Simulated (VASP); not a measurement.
Write the native input for VASP 6.6.1 that does the following.

- Task: single point
- Functional: PBE
- Potentials or basis: VASP PAW PBE potentials, release 64 (Ti_sv, C)
- Cutoff: 520 eV
- k mesh: 16 × 16 × 16
- Occupations: gaussian, width 0.2 eV
- Spin: no spin polarisation
- Dipole correction: no
- Further INCAR settings: ALGO = Normal; EDIFF = 1e-06; NBANDS = 15

The structure of TiC lies in POSCAR:

```
TiC
1.0
    0.0000000000      2.1664545146      2.1664545146
    2.1664545146      0.0000000000      2.1664545146
    2.1664545146      2.1664545146      0.0000000000
Ti C
1 1
Direct
    0.0000000000      0.0000000000      0.0000000000
    0.5000000000      0.5000000000      0.5000000000
```

The input as run:

INCAR

```
  PREC = Accurate
  ENCUT = 520
  EDIFF = 1E-6
  ISMEAR = 0
  SIGMA = 0.2
  LREAL = F
  LASPH = T
  NELM = 100
  ALGO = Normal
  ISIF = 2
  LWAVE = F
  LCHARG = F
  GGA = PE
  NBANDS = 15
```

KPOINTS

```
Automatic mesh
0
Gamma
  16 16 16
```

Potentials or basis: VASP PAW PBE potentials, release 64 (Ti_sv, C).

The run is started by

```sh
$ cat potpaw_PBE.64/Ti_sv/POTCAR potpaw_PBE.64/C/POTCAR > POTCAR
$ mpirun -np 1 vasp_std > vasp.out
```

Results of the run:

```
Pressure               : 0.2 GPa
Band gap on the k mesh : zero (band 8 reaches 10.09 eV, above the bottom of band 9 at 9.00 eV)
```

It took 36 s on 1 thread of AMD EPYC 7R43 64-Core Processor (Zen 3) (shared host), peak memory 0.14 GiB.
